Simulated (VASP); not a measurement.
Here is a VASP 6.6.1 calculation.

Contents of INCAR:

```
PREC = Accurate ; ENCUT = 520
EDIFF = 1E-6 ; ISMEAR = 0
SIGMA = 0.05 ; LREAL = F
LASPH = T ; NELM = 60
ALGO = Normal ; ISIF = 2
LWAVE = F ; LCHARG = T
GGA = RP ; IVDW = 13
LELF = T ; LVHAR = T
NBANDS = 11
```

File KPOINTS:

```
regular mesh
0
Gamma
  8 8 6
```

POSCAR

```
MgB2
1.0
    3.0551542727      0.0000000000      0.0000000000
   -1.5275771364      2.6458412126      0.0000000000
    0.0000000000      0.0000000000      3.4236842527
Mg B
1 2
Direct
    0.0000000000      0.0000000000      0.0000000000
    0.3333333333      0.6666666667      0.5000000000
    0.6666666667      0.3333333333      0.5000000000
```

Potentials or basis: VASP PAW PBE potentials, release 64 (Mg, B).

Run with:

```bash
$ cat potpaw_PBE.64/Mg/POTCAR potpaw_PBE.64/B/POTCAR > POTCAR
$ mpirun -np 1 vasp_std > vasp.out
```

(1) Estimate the band gap on the k mesh.

(2) Estimate the pressure.

(3) What does it give for the dispersion energy per atom?

## Answers

(1) zero (band 4 reaches 6.95 eV, above the bottom of band 5 at 4.17 eV).

(2) -0.3 GPa.

(3) -0.495 eV.

Caveat: the PAW data sets were made with another functional, which shifts forces and pressure a little; pairwise dispersion overbinds metals, which lowers pressure and volume.
